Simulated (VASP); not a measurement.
Set up this calculation in VASP 6.6.1, as the native input.

- Task: single point
- Functional: r2SCAN
- Potentials or basis: VASP PAW PBE potentials, release 64 (Cd_sv_GW, F)
- Cutoff: 770 eV
- k mesh: 8 × 8 × 8
- Occupations: gaussian, width 0.05 eV
- Spin: no spin polarisation
- Dipole correction: no
- Further INCAR settings: ALGO = Normal; EDIFF = 1e-06; NBANDS = 24

CdF2:

```
Cd F
1.0
     0.00000    2.69400    2.69400
     2.59298    0.00000    2.69400
     2.59298    2.69400    0.00000
Cd F
1 2
Direct
  0.00000 0.00000 0.00000
  0.25000 0.25000 0.25000
  0.75000 0.75000 0.75000
```

This cell differs from its parent crystal: strain -0.0375 x Voigt [1, 0, 0, 0, 0, 0].

One way to write it, as run:

POSCAR

```
CdF2
1.0
    0.0000000000      2.6940000000      2.6940000000
    2.5929750000      0.0000000000      2.6940000000
    2.5929750000      2.6940000000      0.0000000000
Cd F
1 2
Direct
    0.0000000000      0.0000000000      0.0000000000
    0.2500000000      0.2500000000      0.2500000000
    0.7500000000      0.7500000000      0.7500000000
```

INCAR.step1

```
ALGO = Normal ; EDIFF = 1E-5
ENCUT = 770 ; GGA = PE
GGA_COMPAT = F ; ISMEAR = 0
LASPH = T ; LCHARG = F
LREAL = F ; LWAVE = T
NBANDS = 24 ; NELM = 120
PREC = Accurate ; SIGMA = 0.05
```

INCAR.step2

```
ALGO = Normal ; EDIFF = 1E-6
ENCUT = 770 ; GGA_COMPAT = F
ISIF = 2 ; ISMEAR = 0
ISTART = 1 ; LASPH = T
LCHARG = T ; LELF = T
LMIXTAU = T ; LREAL = F
LVHAR = T ; LWAVE = F
METAGGA = R2SCAN ; NBANDS = 24
NELM = 120 ; PREC = Accurate
SIGMA = 0.05
```

KPOINTS

```
k-points
0
Gamma
  8 8 8
```

Potentials or basis: VASP PAW PBE potentials, release 64 (Cd_sv_GW, F).

Launch:

```bash
$ cat potpaw_PBE.64/Cd_sv_GW/POTCAR potpaw_PBE.64/F/POTCAR > POTCAR
$ cp INCAR.step1 INCAR
$ mpirun -np 1 vasp_std > vasp.out
$ cp INCAR.step2 INCAR
$ mpirun -np 1 vasp_std > vasp.out
```

Results of the run:

```
Pressure               : 4.3 GPa
Band gap on the k mesh : 3.88 eV (least direct gap 4.34 eV)
```

Caveat: the cell differs from its parent crystal (strain -0.0375 x Voigt [1, 0, 0, 0, 0, 0]); the cell stands under pressure; the PAW data sets were made with another functional, which shifts forces and pressure a little.

Run time: 3.7 min on 1 thread of Intel(R) Xeon(R) Platinum 8488C (Sapphire Rapids), on a shared host, peak memory 0.29 GiB.
